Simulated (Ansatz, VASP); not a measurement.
# ZnCd2O3: VASP beside Ansatz

```
Zn Cd O
1.0
     3.48343    0.00000    0.00000
     0.00000    6.03348    0.00000
     0.00000    0.00000    8.72212
Zn Cd O
2 4 6
Direct
  0.00000 0.00000 0.33459
  0.50000 0.50000 0.33459
  0.00000 0.33333 0.01422
  0.50000 0.83333 0.01422
  0.50000 0.16667 0.66007
  0.00000 0.66667 0.66007
  0.50000 0.16667 0.91230
  0.00000 0.66667 0.91230
  0.00000 0.00000 0.55969
  0.50000 0.50000 0.55969
  0.00000 0.33333 0.26913
  0.50000 0.83333 0.26913
```

Alike in both runs: task single point; functional PBE; k mesh 6 × 4 × 4; occupations gaussian, width 0.2 eV; no spin polarisation.

```csv
,VASP,Ansatz
version,VASP 6.6.1,Ansatz 0.2.0
potentials or method,"VASP PAW PBE potentials, release 64 (Zn, Cd, O), cutoff 520 eV","scalar-relativistic, plane waves, PAW"
valence electrons in the cell,108,140
```

```tsv
	VASP	Ansatz	Ansatz less VASP
gap on the k mesh at the Fermi level (eV)	none	none	-
pressure (GPa)	1.1	0.0	-1.07
traceless stress, the component that is largest in VASP (GPa)	0.06	-0.01	-0.071
rms of the force components (eV/Å)	0.017	0.002	-0.0150
```

Atom by atom the forces differ by 0.016 eV/Å (rms over components). A gap of «none» marks a metal or a gap that the smearing closes. VASP's potentials hold 108 valence electrons a cell and Ansatz's 140, so a difference there can come from the potentials and not from the codes.
